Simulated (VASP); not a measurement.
Input of a VASP 6.6.1 run:

Contents of INCAR:

```
SYSTEM = TiN
PREC = Accurate ; ENCUT = 520
EDIFF = 1E-6 ; ISMEAR = 0
SIGMA = 0.15 ; LREAL = .False.
LASPH = .True. ; NELM = 150
ALGO = Normal ; ISIF = 2
LWAVE = .False. ; LCHARG = .False.
ISPIN = 2 ; MAGMOM = 0.125 0
LORBIT = 11 ; NUPDOWN = 0.125
LMAXMIX = 4 ; GGA = PS
NBANDS = 20
```

The input KPOINTS:

```
regular mesh
0
Gamma
  20 20 20
  0 0 0
```

File POSCAR:

```
TiN
1.0
    0.0000000000      2.1565869739      2.1565869739
    2.1565869739      0.0000000000      2.1565869739
    2.1565869739      2.1565869739      0.0000000000
Ti N
1 1
Direct
    0.0000000000      0.0000000000      0.0000000000
    0.5000000000      0.5000000000      0.5000000000
```

Potentials or basis: VASP PAW PBE potentials, release 64 (Ti_sv, N).

Run with:

```sh
$ cat potpaw_PBE.64/Ti_sv/POTCAR potpaw_PBE.64/N/POTCAR > POTCAR
$ mpirun -np 1 vasp_std > vasp.out
```

(1) Predict the pressure.

Results:

(1) -19.0 GPa.

Caveat: the cell stands under tension; the PAW data sets were made with another functional, which shifts forces and pressure a little; the total moment is fixed, so each spin has its own Fermi level and the state may be an excited one.
